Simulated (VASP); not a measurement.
Set up this calculation in VASP 6.6.1, as the native input.

```yaml
Task: single point
Functional: LDA
Potentials_or_basis: VASP PAW LDA potentials, release 64 (Ga_d, N_h)
Cutoff: 1330 eV
k_mesh: 14 × 14 × 14
Occupations: fermi-dirac, width 0.1 eV
Spin: no spin polarisation
Dipole_correction: no
Further_INCAR_settings: ALGO = Normal; EDIFF = 1e-06; NBANDS = 16
```

The structure of GaN lies in POSCAR:

```
GaN
1.0
    0.0000000000      2.2277045316      2.2277045316
    2.2277045316      0.0000000000      2.2277045316
    2.2277045316      2.2277045316      0.0000000000
Ga N
1 1
Direct
    0.0000000000      0.0000000000      0.0000000000
    0.2500000000      0.2500000000      0.2500000000
```

The input as run:

INCAR

```
PREC = Accurate
ENCUT = 1330
EDIFF = 1E-6
ISMEAR = -1
SIGMA = 0.1
LREAL = F
LASPH = T
NELM = 120
ALGO = Normal
ISIF = 2
LWAVE = F
LCHARG = T
LELF = T
LVHAR = T
NBANDS = 16
GGA_COMPAT = F
```

KPOINTS

```
regular mesh
0
Gamma
  14 14 14
```

Potentials or basis: VASP PAW LDA potentials, release 64 (Ga_d, N_h).

Command:

```console
$ cat potpaw_LDA.64/Ga_d/POTCAR potpaw_LDA.64/N_h/POTCAR > POTCAR
$ mpirun -np 1 vasp_std > vasp.out
```

Results of the run:

```yaml
Pressure: 1.1 GPa
Band_gap_on_the_k_mesh: 1.97 eV
```

Wall time 65 s on 1 thread of AMD EPYC 9R45 96-Core Processor (Zen 5) (shared host), peak memory 0.28 GiB.
